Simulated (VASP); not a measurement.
A run of VASP 6.6.1:

Contents of INCAR:

```
SYSTEM = Na2Ru
PREC = Accurate
ENCUT = 520
EDIFF = 1E-7
ISMEAR = 0
SIGMA = 0.1
LREAL = .False.
LASPH = .True.
NELM = 100
ALGO = Normal
ISIF = 2
LWAVE = .False.
LCHARG = .False.
GGA = PE
NBANDS = 21
```

KPOINTS

```
regular mesh
0
Gamma
  6 6 6
  0 0 0
```

File POSCAR:

```
Na2Ru
1.0
    1.4162546166      0.8176749842      8.3861995152
   -1.4162546166      0.8176749842      8.3861995152
    0.0000000000     -1.6353499683      8.3861995152
Na Ru
2 1
Direct
    0.7679438564      0.7679438564      0.7679438564
    0.5653715666      0.5653715666      0.5653715666
   -0.0000154229     -0.0000154229     -0.0000154229
```

Potentials or basis: VASP PAW PBE potentials, release 64 (Na_pv, Ru_pv).

Launch:

```bash
$ cat potpaw_PBE.64/Na_pv/POTCAR potpaw_PBE.64/Ru_pv/POTCAR > POTCAR
$ mpirun -np 1 vasp_std > vasp.out
```

Hardware: 1 thread of Intel(R) Xeon(R) Platinum 8488C (Sapphire Rapids) (shared host).

Question: Estimate the wall time of this run.

Answer: It took 2.8 min on 1 thread of Intel(R) Xeon(R) Platinum 8488C (Sapphire Rapids), with other jobs on the host, peak memory 0.54 GiB. Counts: scf iterations 14, k points 32.
